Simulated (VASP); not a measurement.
A run of VASP 6.6.1 is set up as follows.

INCAR

```
PREC = Accurate
ENCUT = 520
EDIFF = 1E-6
ISMEAR = -1
SIGMA = 0.06122561905347299
LREAL = False
LASPH = True
NELM = 80
ALGO = Normal
ISIF = 2
LWAVE = False
LCHARG = False
GGA = PE
NBANDS = 12
```

File KPOINTS:

```
Automatic mesh
0
Gamma
  9 9 9
```

Contents of POSCAR:

```
Sb
1.0
    0.0000000000      3.4500824621      3.4500824621
    3.4500824621      0.0000000000      3.4500824621
    3.4500824621      3.4500824621      0.0000000000
Sb
2
Direct
    0.0000000000      0.0000000000      0.0000000000
    0.2500000000      0.2500000000      0.2500000000
```

Potentials or basis: VASP PAW PBE potentials, release 64 (Sb).

Command:

```bash
$ cat potpaw_PBE.64/Sb/POTCAR > POTCAR
$ mpirun -np 1 vasp_std > vasp.out
```

Problem. Predict the band gap on the k mesh.

Solution. Zero (band 5 reaches 4.70 eV, above the bottom of band 6 at 3.83 eV).

Problem. What does it give for the pressure?

Solution. 1.5 GPa.

Caveat: spin-orbit coupling is left out, which moves the levels of the heavy elements.
